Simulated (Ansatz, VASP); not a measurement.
# One calculation of Pd, two programs

```
Pd
1.0
     0.00000    1.94490    1.86710
     1.94490    0.00000    1.86710
     1.94490    1.94490    0.00000
Pd
1
Direct
  0.00000 0.00000 0.00000
```

Change from the starting cell: strain +0.000 along x and y, -0.040 along z, atoms carried along.

Alike in both runs: task single point; functional PBEsol; k mesh 20 × 20 × 20; occupations gaussian, width 0.15 eV; no spin polarisation.

```csv
,VASP,Ansatz
version,VASP 6.6.1,Ansatz 0.2.0
potentials or method,"VASP PAW PBE potentials, release 64 (Pd), cutoff 520 eV","scalar-relativistic, plane waves, PAW"
valence electrons in the cell,10,18
```

|  | VASP | Ansatz | Ansatz less VASP |
| --- | --- | --- | --- |
| gap on the k mesh at the Fermi level (eV) | none | none | - |
| pressure (GPa) | 6.3 | 6.7 | +0.39 |
| traceless stress, the component that is largest in VASP (GPa) | 1.56 | 1.58 | +0.017 |

VASP's potentials were made for PBE, not for PBEsol. A gap of «none» marks a metal or a gap that the smearing closes. VASP's potentials hold 10 valence electrons a cell and Ansatz's 18, so a difference there can come from the potentials and not from the codes.
